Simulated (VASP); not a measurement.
Input of a VASP 6.6.1 run:

File INCAR:

```
SYSTEM = BP
PREC = Accurate
ENCUT = 520
EDIFF = 1E-7
ISMEAR = -1
SIGMA = 0.025
LREAL = .FALSE.
LASPH = .TRUE.
NELM = 60
ALGO = Normal
ISIF = 2
LWAVE = .FALSE.
LCHARG = .FALSE.
GGA = PE
NBANDS = 11
```

Contents of KPOINTS:

```
regular mesh
0
G
  8 8 8
  0 0 0
```

File POSCAR:

```
BP
1.0
    0.0000000000      2.2690000000      2.2690000000
    2.2690000000      0.0000000000      2.2690000000
    2.2690000000      2.2690000000      0.0000000000
P B
1 1
Direct
    0.7500000000      0.7500000000      0.7500000000
    0.0000000000      0.0000000000      0.0000000000
```

Potentials or basis: VASP PAW PBE potentials, release 64 (P, B).

The run is started by

```bash
$ cat potpaw_PBE.64/P/POTCAR potpaw_PBE.64/B/POTCAR > POTCAR
$ mpirun -np 1 vasp_std > vasp.out
```

Predict the band gap on the k mesh.

1.27 eV, indirect (least direct gap 3.40 eV).

Predict the pressure.

0.9 GPa.

A k mesh can miss the band edges.
